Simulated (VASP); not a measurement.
GaIr5, 6 atoms in the cell. The structure is tetragonal, space group P4/mmm (No. 123). The conventional cell has a = 2.778 Å, b = 2.778 Å, c = 11.247 Å, α = 90.00°, β = 90.00°, γ = 90.00°. Ga (site symmetry 4/mmm) has 8 Ir at 2.68 Å and 4 Ga at 2.78 Å within 3.5 Å. Within 3.6 Å of Ir (site symmetry 4mm) lie 12 Ir at 2.73 to 2.78 Å. Within 3.5 Å of Ir (site symmetry 4mm) lie 4 Ga at 2.68 Å and 8 Ir at 2.74 to 2.78 Å. Within 3.6 Å of Ir (site symmetry 4/mmm) lie 12 Ir at 2.73 to 2.78 Å. 

| Quantity | Value |
| --- | --- |
| Program | VASP 6.6.1 |
| Task | single point |
| Functional | PBE |
| Potentials or basis | VASP PAW PBE potentials, release 64 (Ga_d, Ir) |
| Cutoff | 520 eV |
| k mesh | 6 × 6 × 2 |
| Occupations | gaussian, width 0.2 eV |
| Spin | no spin polarisation |
| Dipole correction | no |
| Further INCAR settings | ALGO = Normal; EDIFF = 1e-06; NBANDS = 38 |

Potentials or basis: VASP PAW PBE potentials, release 64 (Ga_d, Ir).

Launch:

```console
$ cat potpaw_PBE.64/Ga_d/POTCAR potpaw_PBE.64/Ir/POTCAR > POTCAR
$ mpirun -np 1 vasp_std > vasp.out
```

Hardware: 1 thread of Intel(R) Xeon(R) Platinum 8259CL CPU @ 2.50GHz (Skylake/Cascade Lake), with other jobs on the host.

Q: Estimate the wall time of this run.

A: Run time: 71 s on 1 thread of Intel(R) Xeon(R) Platinum 8259CL CPU @ 2.50GHz (Skylake/Cascade Lake), on a shared host, peak memory 0.23 GiB. Counts: scf iterations 16, k points 20.
